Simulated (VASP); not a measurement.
Wanted: the native input for a VASP 6.6.1 run.

```yaml
Task: single point
Functional: PBEsol
Potentials_or_basis: VASP PAW PBE potentials, release 64 (S, Pb_d, Ca_sv)
Cutoff: 500 eV
k_mesh: 1 × 1 × 1, shifted
Occupations: fermi-dirac, width 0.05 eV
Spin: no spin polarisation
Dipole_correction: no
Further_INCAR_settings: LREAL = Auto; ALGO = Normal; EDIFF = 1e-06; NBANDS = 318; ISYM = -1
```

The structure of Ca5Pb3S8 lies in POSCAR:

```
Ca5Pb3S8
1.0
   11.5001492957      0.0000000000      0.0000000000
    0.0000000000     11.5001492957      0.0000000000
    0.0000000000      0.0000000000     11.5001492957
S Pb Ca
32 12 20
Direct
    0.2551390000      0.9998490000      0.9994350000
    0.2542680000      0.9990850000      0.4998970000
    0.2563000000      0.4995820000      0.9931790000
    0.2445550000      0.4999610000      0.5057800000
    0.7399290000      0.0004300000      0.0076480000
    0.7414620000      0.9930500000      0.4944310000
    0.7433590000      0.5006100000      0.9996480000
    0.7550700000      0.5059560000      0.4995020000
    0.0086480000      0.2503980000      0.0075970000
    0.0063990000      0.2582110000      0.4939710000
    0.0086960000      0.7497450000      0.9999150000
    0.0013760000      0.7459880000      0.4989480000
    0.4933400000      0.2504900000      0.0004360000
    0.4914300000      0.2413450000      0.5000030000
    0.4946870000      0.7513600000      0.9998960000
    0.4985460000      0.7531390000      0.4992130000
    0.9994430000      0.9990550000      0.2502870000
    0.0080000000      0.9915990000      0.7500570000
    0.9945560000      0.5017860000      0.2555150000
    0.9996560000      0.5058080000      0.7439220000
    0.4992710000      0.9947830000      0.2501570000
    0.4952670000      0.9928720000      0.7511340000
    0.5072400000      0.5087790000      0.2421380000
    0.5001360000      0.5072630000      0.7546260000
    0.2449840000      0.2425810000      0.2503470000
    0.2495810000      0.2495140000      0.7495010000
    0.2493990000      0.7551430000      0.2499990000
    0.2505530000      0.7494250000      0.7488810000
    0.7578370000      0.2502240000      0.2504920000
    0.7504510000      0.2595980000      0.7497140000
    0.7509400000      0.7505660000      0.2547730000
    0.7509010000      0.7464950000      0.7423860000
    0.0032030000      0.9995210000      0.0010820000
    0.0015910000      0.9977720000      0.4992540000
    0.0014500000      0.5010390000      0.0001050000
    0.5001220000      0.5021050000      0.5000770000
    0.7494950000      0.2505620000      0.0012480000
    0.7511610000      0.2512280000      0.4992130000
    0.7473720000      0.7504040000      0.0015610000
    0.2499130000      0.5011470000      0.2499240000
    0.7482840000      0.9977540000      0.7489280000
    0.0016850000      0.2520260000      0.7490820000
    0.4985880000      0.2479420000      0.2498100000
    0.4985130000      0.2506330000      0.7499190000
    0.9998570000      0.5017150000      0.4995340000
    0.4979190000      0.9996290000      0.0008800000
    0.4982290000      0.9978330000      0.4998510000
    0.4995420000      0.5014840000      0.9990510000
    0.2505880000      0.2494070000      0.0004100000
    0.2489940000      0.2491150000      0.4997970000
    0.2517570000      0.7501520000      0.9987030000
    0.2496680000      0.7498450000      0.5002330000
    0.7500870000      0.7498540000      0.4985720000
    0.2504000000      0.9990510000      0.2500650000
    0.2512200000      0.9981970000      0.7496620000
    0.2501270000      0.5013980000      0.7493270000
    0.7491100000      0.9994490000      0.2510360000
    0.7505000000      0.5013670000      0.2498440000
    0.7499510000      0.5028230000      0.7490660000
    0.0014750000      0.2505600000      0.2508250000
    0.0001250000      0.7500690000      0.2503410000
    0.0021060000      0.7491240000      0.7489000000
    0.4999850000      0.7513050000      0.2493930000
    0.4993220000      0.7499930000      0.7495410000
```

These files were run (other wordings do the same):

INCAR

```
PREC     = Accurate       # precision mode
ENCUT    = 500            # plane-wave cutoff, eV
EDIFF    = 1E-6           # SCF threshold, eV
ISMEAR   = -1             # smearing method
SIGMA    = 0.05           # smearing width, eV
LREAL    = Auto         
LASPH    = True           # aspherical terms in the spheres
NELM     = 120            # most SCF steps
ALGO     = Normal         # electronic algorithm
ISIF     = 2              # what is computed and relaxed
LWAVE    = False          # write WAVECAR
LCHARG   = False          # write CHGCAR
GGA      = PS             # functional
ISYM     = -1           
NBANDS   = 318            # bands
GGA_COMPAT= False
```

KPOINTS

```
explicit points
1
Reciprocal
  0.25000000   0.25000000   0.25000000 1
```

Potentials or basis: VASP PAW PBE potentials, release 64 (S, Pb_d, Ca_sv).

Command:

```bash
$ cat potpaw_PBE.64/S/POTCAR potpaw_PBE.64/Pb_d/POTCAR potpaw_PBE.64/Ca_sv/POTCAR > POTCAR
$ mpirun -np 1 vasp_std > vasp.out
```

It gave:

```
Pressure               : 0.1 GPa
Largest force          : 0.020 eV/Å
Band gap on the k mesh : 2.51 eV
```

Caveat: the PAW data sets were made with another functional, which shifts forces and pressure a little; spin-orbit coupling is left out, which moves the levels of the heavy elements; a shifted mesh leaves out Γ, where band edges can lie.

It took 16 min on 1 thread of Intel(R) Xeon(R) Platinum 8375C CPU @ 2.90GHz (Ice Lake), on a shared host, peak memory 1.3 GiB.
